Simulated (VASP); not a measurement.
Wanted: the native input for a VASP 6.6.1 run.

- Task: single point
- Functional: LDA
- Potentials or basis: VASP PAW LDA potentials, release 64 (Ag, Cl)
- Cutoff: 520 eV
- k mesh: 10 × 10 × 10
- Occupations: gaussian, width 0.05 eV
- Spin: no spin polarisation
- Dipole correction: no
- Further INCAR settings: ALGO = Normal; EDIFF = 1e-06; NBANDS = 16

The structure of AgCl lies in POSCAR:

```
AgCl
1.0
    0.0000000000      2.6773114500      2.6773114500
    2.6773114500      0.0000000000      2.6773114500
    2.6773114500      2.6773114500      0.0000000000
Ag Cl
1 1
Direct
    0.4930461739      0.5069538261      0.5347568555
    0.0211592865     -0.0211592865     -0.1057590816
```

This cell differs from its parent crystal: atoms displaced along several vibrational modes.

These files were run (other wordings do the same):

INCAR

```
PREC = Accurate
ENCUT = 520
EDIFF = 1E-6
ISMEAR = 0
SIGMA = 0.05
LREAL = False
LASPH = True
NELM = 60
ALGO = Normal
ISIF = 2
LWAVE = False
LCHARG = True
GGA = CA
LELF = True
LVHAR = True
NBANDS = 16
```

KPOINTS

```
Automatic mesh
0
Gamma
  10 10 10
```

Potentials or basis: VASP PAW LDA potentials, release 64 (Ag, Cl).

Launch:

```bash
$ cat potpaw_LDA.64/Ag/POTCAR potpaw_LDA.64/Cl/POTCAR > POTCAR
$ mpirun -np 1 vasp_std > vasp.out
```

It gave:

```json
{
 "Pressure": "7.8 GPa",
 "Largest force": "1.729 eV/Å",
 "Band gap on the k mesh": "0.61 eV (least direct gap 1.63 eV)"
}
```

Caveat: the cell differs from its parent crystal (atoms displaced along several vibrational modes); the stress differs along the axes, from 0 to 17 GPa; semilocal functionals underestimate gaps, and a narrow one can read as zero; forces of over 1 eV/Å act on the atoms, so gaps and moduli don't describe the material at rest.

Run time: 47 s on 1 thread of Intel(R) Xeon(R) 6975P-C (Granite Rapids), on a shared host, peak memory 0.28 GiB.
